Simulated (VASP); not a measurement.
W, 1 atom in the cell. The structure is trigonal, space group R-3m (No. 166). Conventional cell: a = 3.538 Å, b = 3.538 Å, c = 3.929 Å, α = 90.00°, β = 90.00°, γ = 120.00°. W (site symmetry -3m) has 12 W at 2.43 to 3.32 Å within 3.4 Å. 

- Program: VASP 6.6.1
- Task: single point
- Functional: PBE
- Potentials or basis: VASP PAW PBE potentials, release 64 (W_sv)
- Cutoff: 520 eV
- k mesh: 22 × 22 × 22
- Occupations: gaussian, width 0.15 eV
- Spin: no spin polarisation
- Dipole correction: no
- Further INCAR settings: ALGO = Fast; EDIFF = 1e-07; NBANDS = 13

Potentials or basis: VASP PAW PBE potentials, release 64 (W_sv).

The run is started by

```console
$ cat potpaw_PBE.64/W_sv/POTCAR > POTCAR
$ mpirun -np 1 vasp_std > vasp.out
```

Hardware: 1 thread of Intel Xeon 8259CL, on a shared host.

Q: Estimate the wall time of this run.

A: Run time: 3.4 min on 1 thread of Intel Xeon 8259CL, on a shared host, peak memory 0.28 GiB. Counts: scf iterations 14, k points 1024.
